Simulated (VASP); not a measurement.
# BiS7 (P4/mmm) in VASP: further runs, part 2 of 2

VASP 6.6.1.

**3. Relaxation of cell and atoms, PBE**

This run uses another cell than the first one, of 25.40 Å³/atom.

The input, INCAR:

```
PREC = Accurate
ENCUT = 600
EDIFF = 1E-6
ISMEAR = 0
SIGMA = 0.2
LREAL = False
LASPH = True
NELM = 60
ALGO = Normal
ISIF = 3
LWAVE = False
LCHARG = False
GGA = PE
IBRION = 2
NSW = 36
EDIFFG = -0.08
```

The input, KPOINTS:

```
regular mesh
0
Gamma
  4 4 2
```

The input, POSCAR:

```
BiS7
1.0
    4.5651756400      0.0000000000      0.0000000000
    0.0000000000      4.5651756400      0.0000000000
    0.0000000000      0.0000000000      9.7495224300
Bi S
1 7
Direct
    0.0000000000      0.0000000000      0.0000000000
    0.5000000000      0.5000000000      0.2434863700
    0.5000000000      0.5000000000      0.7565136300
    0.5000000000      0.5000000000      0.0000000000
    0.0000000000      0.0000000000      0.3047801200
    0.0000000000      0.0000000000      0.6952198800
    0.0000000000      0.0000000000      0.5000000000
    0.5000000000      0.5000000000      0.5000000000
```

Potentials or basis: VASP PAW PBE potentials, release 64 (Bi_d, S).

Launch:

```console
cat potpaw_PBE.64/Bi_d/POTCAR potpaw_PBE.64/S/POTCAR > POTCAR
mpirun -np 1 vasp_std > vasp.out
```

OUTCAR:

```text
PREC = Accurate
   ENCUT = 600
   EDIFF = 1E-6
   ISMEAR = 0
   LREAL = False
   LASPH = True
   NELM = 60
   ISIF = 3
   GGA = PE
   IBRION = 2
   NSW = 36
   EDIFFG = -0.08

 ion  position               nearest neighbor table
   1  0.000  0.000  0.000-   5 2.97   6 2.97   4 3.23   4 3.23   4 3.23   4 3.23
   2  0.500  0.500  0.243-   4 2.37   8 2.50
   3  0.500  0.500  0.757-   4 2.37   8 2.50
   4  0.500  0.500  0.000-   2 2.37   3 2.37   1 3.23   1 3.23   1 3.23   1 3.23
   5  0.000  0.000  0.305-   7 1.90   1 2.97
   6  0.000  0.000  0.695-   7 1.90   1 2.97
   7  0.000  0.000  0.500-   5 1.90   6 1.90
   8  0.500  0.500  0.500-   2 2.50   3 2.50

  LATTYP: Found a simple tetragonal cell.
 ALAT       =     4.5651756400
 C/A-ratio  =     2.1356292066

[... 188 lines left out ...]
  Total       -5.2544206     -5.2544206     -0.4109819      0.0000000      0.0000000     -0.0000000
  in kB      -41.4321137    -41.4321137     -3.2406710      0.0000000      0.0000000     -0.0000000
  external PRESSURE =     -28.7016328 kB  Pullay stress =       0.0000000 kB
[... 1012 lines left out ...]
     33       9.5700      0.00000
     34       9.5700      0.00000

[... ionic steps 4 to 10 ...]

--------------------------------------- Ionic step       11  -------------------------------------------

 number of electron      56.9999994 magnetization

------------------------ aborting loop because EDIFF is reached ----------------------------------------
[... 79 lines left out ...]
--------------------------------------- Ionic step       13  -------------------------------------------

 number of electron      56.9999993 magnetization

 Free energy of the ion-electron system (eV)
  ---------------------------------------------------
  ext. energy  EPLUGINS =         0.00000000
  ---------------------------------------------------
  free energy    TOTEN  =       -28.91249070 eV

  energy without entropy =      -28.82028850  energy(sigma->0) =      -28.86638960

 E-fermi :   6.0513     XC(G=0): -10.1085

 val. band max:        6.0158423404   @ k =   0.2500   0.2500   0.0000
 cond. band min:       6.1050844636   @ k =   0.2500   0.2500   0.5000
 fundamental gap:      0.0892421233
 Fermi energy:         6.0513197184
[... 477 lines left out ...]
  FREE ENERGIE OF THE ION-ELECTRON SYSTEM (eV)
  ---------------------------------------------------
  free  energy   TOTEN  =       -28.9124906990 eV

  energy  without entropy=      -28.8202885009  energy(sigma->0) =      -28.86638960

 reached required accuracy - stopping structural energy minimisation
```

CONTCAR:

```text
BiS7
   1.00000000000000
     3.9906667156893887   -0.0000000000000000   -0.0000000000000000
    -0.0000000000000000    3.9906667156893887   -0.0000000000000000
     0.0000000000000000    0.0000000000000000   10.1681310938197171
  Bi              S
     1     7
Direct
     0.0000000000000000    0.0000000000000000    0.0000000000000000
     0.5000000000000000    0.5000000000000000    0.2760393810153829
     0.5000000000000000    0.5000000000000000    0.7239606189846169
     0.5000000000000000    0.5000000000000000    0.0000000000000000
     0.0000000000000000    0.0000000000000000    0.2755874016683382
     0.0000000000000000    0.0000000000000000    0.7244125983316618
     0.0000000000000000    0.0000000000000000    0.5000000000000000
     0.5000000000000000    0.5000000000000000    0.5000000000000000

  0.00000000E+00  0.00000000E+00  0.00000000E+00
  0.00000000E+00  0.00000000E+00  0.00000000E+00
  0.00000000E+00  0.00000000E+00  0.00000000E+00
  0.00000000E+00  0.00000000E+00  0.00000000E+00
  0.00000000E+00  0.00000000E+00  0.00000000E+00
  0.00000000E+00  0.00000000E+00  0.00000000E+00
  0.00000000E+00  0.00000000E+00  0.00000000E+00
  0.00000000E+00  0.00000000E+00  0.00000000E+00
```

Run time: 17 min. Hardware: 1 thread of Intel Xeon 8259CL, shared host; peak memory 0.38 GiB.

Results:

```yaml
Free_energy: -28.9125 eV
Relaxed_volume: 20.24 Å³/atom
Relaxed_cell: a = 3.991 Å, b = 3.991 Å, c = 10.168 Å, α = 90.00°, β = 90.00°, γ = 90.00°
Space_group_after_relaxing_to_0.1_Å: P4/mmm (No. 123)
Energy_gained_by_relaxing: 339.2 meV/atom
Ionic_steps: 13
Pressure_after_relaxing: 0.2 GPa
Largest_force_after_relaxing: 0.065 eV/Å
Band_gap_on_the_k_mesh: zero (an odd number of electrons rules out a gap without spin polarisation)
```

Forces in eV/Å, atoms in the order of the input:
```
Bi   0.000  0.000  0.000
S    0.000  0.000  0.065
S    0.000  0.000 -0.065
S    0.000  0.000  0.000
S    0.000  0.000 -0.009
S    0.000  0.000  0.009
S    0.000  0.000  0.000
S    0.000  0.000  0.000
```

Stress tensor (GPa, compression positive):
```
0.04 0.00 0.00
0.00 0.04 0.00
0.00 0.00 0.38
```

Step by step:
```
step  energy change (eV)  largest force (eV/Å)  pressure (GPa)  volume (Å³)
   1              0.0000                2.5845           -2.87       203.19
   2             -1.1030                1.7950           -3.57       190.04
   3             -2.2643                1.5314            1.58       162.92
   4             -2.2754                0.6556           -0.40       168.38
   5             -2.2935                0.9564            0.27       166.30
   6             -2.6328                0.7562            0.46       160.61
   7             -2.6371                0.7905            0.30       161.11
   8             -2.6377                0.8023            0.25       161.31
   9             -2.6946                0.2866           -0.31       162.51
  10             -2.7008                0.2673           -0.50       163.04
  11             -2.7074                0.1312            0.53       161.08
  12             -2.7080                0.1608            0.31       161.49
  13             -2.7138                0.0650            0.15       161.93
```

Final structure:
```
Bi S
1.0
     3.99067    0.00000    0.00000
     0.00000    3.99067    0.00000
     0.00000    0.00000   10.16813
Bi S
1 7
Cartesian
  0.0000 0.0000 0.0000
  1.9953 1.9953 2.8068
  1.9953 1.9953 7.3613
  1.9953 1.9953 0.0000
  0.0000 0.0000 2.8022
  0.0000 0.0000 7.3659
  0.0000 0.0000 5.0841
  1.9953 1.9953 5.0841
```

Caveat: the volume moved by over 15 % at a fixed basis, so the end points are rough; the highest band is partly filled, so the run has too few bands; spin-orbit coupling is left out, which moves the levels of the heavy elements; an odd number of electrons without spin polarisation forces a metal; a magnetic or distorted state may lie lower; the relaxation stopped at a loose force limit of 0.08 eV/Å, so its end isn't a converged minimum.

The gap in the log of VASP goes by the Fermi energy; the results here count the filled bands.